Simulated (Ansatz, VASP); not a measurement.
## Hf3N4 in VASP and in Ansatz

The input INCAR:

```
PREC = Accurate ; ENCUT = 520
EDIFF = 1E-7 ; ISMEAR = -1
SIGMA = 0.02 ; LREAL = F
LASPH = T ; NELM = 120
ALGO = Normal ; ISIF = 2
LWAVE = F ; LCHARG = F
GGA = PE ; IBRION = 2
NSW = 80 ; EDIFFG = -0.02
GGA_COMPAT = F ; NELMIN = 4
KPAR = 4
```

File KPOINTS:

```
regular mesh
0
Gamma
  6 6 6
```

POSCAR

```
Hf3N4
1.0
   -3.4162127615      3.4162127615      3.4162127615
    3.4162127615     -3.4162127615      3.4162127615
    3.4162127615      3.4162127615     -3.4162127615
Hf N
6 8
Direct
    0.2500000000      0.6250000000      0.3750000000
    0.3750000000      0.2500000000      0.6250000000
    0.7500000000      0.8750000000      0.1250000000
    0.1250000000      0.7500000000      0.8750000000
    0.6250000000      0.3750000000      0.2500000000
    0.8750000000      0.1250000000      0.7500000000
    0.1355620488      0.1355620488      0.1355620488
    0.8644379512      0.5000000000      0.0000000000
    0.5000000000      0.0000000000      0.3644379512
    0.0000000000      0.8644379512      0.5000000000
    0.3644379512      0.5000000000      0.0000000000
    0.6355620488      0.6355620488      0.6355620488
    0.0000000000      0.3644379512      0.5000000000
    0.5000000000      0.0000000000      0.8644379512
```

Input for Ansatz:

```yaml
crystal:
  lattice:
    - [-3.4162127615, 3.4162127615, 3.4162127615]
    - [3.4162127615, -3.4162127615, 3.4162127615]
    - [3.4162127615, 3.4162127615, -3.4162127615]
  atoms:
    - { symbol: Hf, position: [0.25, 0.625, 0.375] }
    - { symbol: Hf, position: [0.375, 0.25, 0.625] }
    - { symbol: Hf, position: [0.75, 0.875, 0.125] }
    - { symbol: Hf, position: [0.125, 0.75, 0.875] }
    - { symbol: Hf, position: [0.625, 0.375, 0.25] }
    - { symbol: Hf, position: [0.875, 0.125, 0.75] }
    - { symbol: "N", position: [0.1355620488, 0.1355620488, 0.1355620488] }
    - { symbol: "N", position: [0.8644379512, 0.5, 0.0] }
    - { symbol: "N", position: [0.5, 0.0, 0.3644379512] }
    - { symbol: "N", position: [0.0, 0.8644379512, 0.5] }
    - { symbol: "N", position: [0.3644379512, 0.5, 0.0] }
    - { symbol: "N", position: [0.6355620488, 0.6355620488, 0.6355620488] }
    - { symbol: "N", position: [0.0, 0.3644379512, 0.5] }
    - { symbol: "N", position: [0.5, 0.0, 0.8644379512] }
kpoints:
  mp_grid: { grid: [6, 6, 6] }
scf:
  occupations: { method: fermi_dirac, width: 0.02 }
hamiltonian:
  xc: pbe
  pseudopotentials: { kind: paw }
output:
  forces: true
  stress: true
  populations: true
  efg:
    quadrupole_moments_barn: { Hf: 3.365, "N": 0.02044 }
    contact_densities: true
relax:
  f_tol: 0.02
  max_steps: 60
```

Change from the starting cell: volume scaled by 1.06, ions relaxed.

Alike in both runs: task relaxation of the atoms; functional PBE; k mesh 6 × 6 × 6; occupations fermi-dirac, width 0.02 eV; no spin polarisation.

|  | VASP | Ansatz |
| --- | --- | --- |
| version | VASP 6.6.1 | Ansatz 0.2.0 |
| potentials or method | VASP PAW PBE potentials, release 64 (Hf_pv, N) | plane-wave PAW, scalar-relativistic |
| plane-wave cutoff (eV) | 520 | 420 |
| valence electrons in the cell | 100 | 196 |

Ansatz gave:

* gap on the k mesh at the Fermi level, each at its own relaxed structure (eV): 1.08

Problem. What did VASP give for the same quantities?

Solution. gap on the k mesh at the Fermi level, each at its own relaxed structure (eV): 1.09.

VASP's potentials hold 100 valence electrons a cell and Ansatz's 196, so a difference there can come from the potentials and not from the codes. Ansatz's warnings: stress scf threshold loose.

Neither program's run includes spin-orbit coupling.
